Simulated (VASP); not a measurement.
A run of VASP 6.6.1 is set up as follows.

The input INCAR:

```
PREC = Accurate
ENCUT = 520
EDIFF = 1E-7
ISMEAR = -1
SIGMA = 0.1
LREAL = F
LASPH = T
NELM = 60
ALGO = Normal
ISIF = 2
LWAVE = F
LCHARG = F
GGA = PE
NBANDS = 34
```

Contents of KPOINTS:

```
Automatic mesh
0
Gamma
  11 11 9
```

The input POSCAR:

```
Ga
1.0
    2.2795657810     -3.8205813152      0.0000000000
    2.2795657810      3.8205813152      0.0000000000
    0.0000000000      0.0000000000      4.4848664405
Ga
4
Direct
    0.8442122853      0.1557877147      0.0839450138
    0.6557877147      0.3442122853      0.5839450138
    0.1557877147      0.8442122853      0.9160549862
    0.3442122853      0.6557877147      0.4160549862
```

Potentials or basis: VASP PAW PBE potentials, release 64 (Ga_d).

Run with:

```bash
$ cat potpaw_PBE.64/Ga_d/POTCAR > POTCAR
$ mpirun -np 1 vasp_std > vasp.out
```

(1) Estimate the band gap on the k mesh.

(2) Predict the largest force.

(3) What does it give for the pressure?

## Answers

(1) zero (band 26 reaches 5.39 eV, above the bottom of band 27 at 4.22 eV).

(2) 0.008 eV/Å.

(3) 2.3 GPa.
